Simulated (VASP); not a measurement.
Wanted: the native input for a VASP 6.6.1 run.

```
Task                   : relaxation of cell and atoms
Functional             : PBE
Potentials or basis    : VASP PAW PBE potentials, release 64 (Ba_sv, Al, Os)
Cutoff                 : 600 eV
k mesh                 : 6 × 6 × 6
Occupations            : gaussian, width 0.1 eV
Spin                   : no spin polarisation
Dipole correction      : no
Further INCAR settings : ALGO = Normal; EDIFF = 1e-06; IBRION = 2; EDIFFG = -0.04; NSW = 90; ISIF = 3
```

The structure of BaAl2Os lies in POSCAR:

```
BaAl2Os
1.0
    1.8681980580      1.0786046517      6.5740472107
   -1.8681980580      1.0786046517      6.5740472107
    0.0000000000     -2.1572093035      6.5740472107
Ba Al Os
1 2 1
Direct
    0.0000000000      0.0000000000      0.0000000000
    0.2220000000      0.2220000000      0.2220000000
    0.7780000000      0.7780000000      0.7780000000
    0.5000000000      0.5000000000      0.5000000000
```

These files were run (other wordings do the same):

INCAR

```
SYSTEM = BaAl2Os
  PREC = Accurate
  ENCUT = 600
  EDIFF = 1E-6
  ISMEAR = 0
  SIGMA = 0.1
  LREAL = .False.
  LASPH = .True.
  NELM = 60
  ALGO = Normal
  ISIF = 3
  LWAVE = .False.
  LCHARG = .False.
  GGA = PE
  IBRION = 2
  NSW = 90
  EDIFFG = -0.04
```

KPOINTS

```
regular mesh
0
Gamma
  6 6 6
  0 0 0
```

Potentials or basis: VASP PAW PBE potentials, release 64 (Ba_sv, Al, Os).

Run with:

```sh
$ cat potpaw_PBE.64/Ba_sv/POTCAR potpaw_PBE.64/Al/POTCAR potpaw_PBE.64/Os/POTCAR > POTCAR
$ mpirun -np 1 vasp_std > vasp.out
```

It gave:

```
Relaxed volume                        : 24.80 Å³/atom
Relaxed cell                          : a = 6.555 Å, b = 6.555 Å, c = 6.555 Å, α = 38.75°, β = 38.75°, γ = 38.75°
Space group after relaxing (to 0.1 Å) : R-3m (No. 166)
Energy gained by relaxing             : 535.1 meV/atom
Ionic steps                           : 13
Pressure after relaxing               : 0.0 GPa
Largest force after relaxing          : 0.039 eV/Å
Band gap on the k mesh                : zero (bands 12 and 13 overlap by 1.67 eV)
```

Caveat: the volume moved by over 15 % at a fixed basis, so the end points are rough; spin-orbit coupling is left out, which moves the levels of the heavy elements.

It took 38 min on 1 thread of Oxide Virtual Turin-like Processor (shared host), peak memory 0.48 GiB.
